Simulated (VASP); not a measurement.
AlRu (NiAs type):

```
Ru Al
1.0
     3.64707    0.00000    0.00000
    -1.82354    3.15846    0.00000
     0.00000    0.00000    5.65296
Ru Al
2 2
Direct
  0.00000 0.00000 0.00000
  0.00000 0.00000 0.50000
  0.33333 0.66667 0.25000
  0.66667 0.33333 0.75000
```

| Property | Result |
| --- | --- |
| Program | VASP 6.6.1 |
| Task | relaxation of cell and atoms |
| Functional | PBE |
| Potentials or basis | VASP PAW PBE potentials, release 64 (Ru_pv, Al) |
| Cutoff | 600 eV |
| k mesh | 11 × 11 × 6 |
| Occupations | fermi-dirac, width 0.08 eV |
| Spin | no spin polarisation |

At the start: pressure -1.8 GPa; volume 16.28 Å³/atom.

Question: Where does the relaxation end?

Answer: Over 25 steps the energy falls by 546.7 meV/atom and the volume is 14.12 Å³/atom (-13.3 %); space group P6_3/mmc (No. 194, to 0.1 Å) before and after.

The path:
```
step  energy change (eV)  largest force (eV/Å)  pressure (GPa)  volume (Å³)
   1              0.0000                0.0000           -1.81        65.12
   2             -0.3753                0.0000           -1.00        63.30
   3             -1.2626                0.0000            4.14        58.67
   4             -1.0368                0.0000           47.92        47.65
   5             -1.5043                0.0000           20.80        52.77
   6             -1.4657                0.0000           28.92        50.87
   7             -1.2537                0.0000           40.66        48.72
   8             -1.3921                0.0000           34.25        49.82
   9             -1.4303                0.0000           33.94        49.81
  10             -1.5171                0.0000           33.26        49.75
  11             -1.5463                0.0000           33.31        49.55
  12             -1.6322                0.0000           30.50        49.98
  13             -1.8489                0.0000           22.66        51.29
  14             -2.1140                0.0000            9.45        53.97
  15             -2.0898                0.0000           -9.29        59.61
  16             -2.1843                0.0000           -0.79        56.66
  17             -2.1847                0.0000           -0.14        56.47
  18             -2.1845                0.0000            0.35        56.32
  19             -2.1848                0.0000            0.35        56.33
  20             -2.1854                0.0000            0.38        56.33
  21             -2.1862                0.0000            0.44        56.33
  22             -2.1861                0.0000            0.55        56.34
  23             -2.1864                0.0000            0.49        56.34
  24             -2.1867                0.0000            0.07        56.46
  25             -2.1867                0.0000           -0.01        56.48
```

Final structure:
```
CELL_PARAMETERS angstrom
2.89543 0.00000 0.00000
-1.44771 2.50751 0.00000
0.00000 0.00000 7.77950
ATOMIC_POSITIONS crystal
Ru 0.00000 0.00000 0.00000
Ru 0.00000 0.00000 0.50000
Al 0.33333 0.66667 0.25000
Al 0.66667 0.33333 0.75000
```

Caveat: a cell axis changed by over 15 % at a fixed basis, so the end point is rough.
